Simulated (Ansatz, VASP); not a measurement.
# Two plane-wave programs on Si3N4

```
CELL_PARAMETERS angstrom
0.00000 3.89441 3.89441
3.89441 0.00000 3.89441
3.89441 3.89441 0.00000
ATOMIC_POSITIONS crystal
Si 0.75000 0.75000 0.75000
Si 0.50000 0.50000 0.50000
Si 0.62500 0.12500 0.12500
Si 0.12500 0.12500 0.62500
Si 0.12500 0.62500 0.12500
Si 0.12500 0.12500 0.12500
N 0.36755 0.89736 0.36755
N 0.88245 0.88245 0.88245
N 0.89736 0.36755 0.36755
N 0.88245 0.88245 0.35264
N 0.88245 0.35264 0.88245
N 0.36755 0.36755 0.89736
N 0.35264 0.88245 0.88245
N 0.36755 0.36755 0.36755
```

Alike in both runs: functional PBE; k mesh 6 × 6 × 6; occupations gaussian, width 0.02 eV; no spin polarisation.

Ansatz relaxed the structure, and its values are those at the end. VASP's run is a single point on that final structure, the one shown.

```csv
,VASP,Ansatz
version,VASP 6.6.1,Ansatz 0.2.0
potentials or method,"VASP PAW PBE potentials, release 64 (Si, N), cutoff 520 eV","scalar-relativistic, plane waves, PAW"
valence electrons in the cell,64,64
```

|  | VASP | Ansatz | Ansatz less VASP |
| --- | --- | --- | --- |
| gap on the k mesh at the Fermi level (eV) | 3.33 | 3.34 | +0.011 |
| least direct gap on the mesh (eV) | 3.37 | 3.38 | +0.011 |
| pressure (GPa) | -0.1 | 0.0 | +0.19 |

With one functional, cell and mesh, what is left measures potentials, basis and numerics.
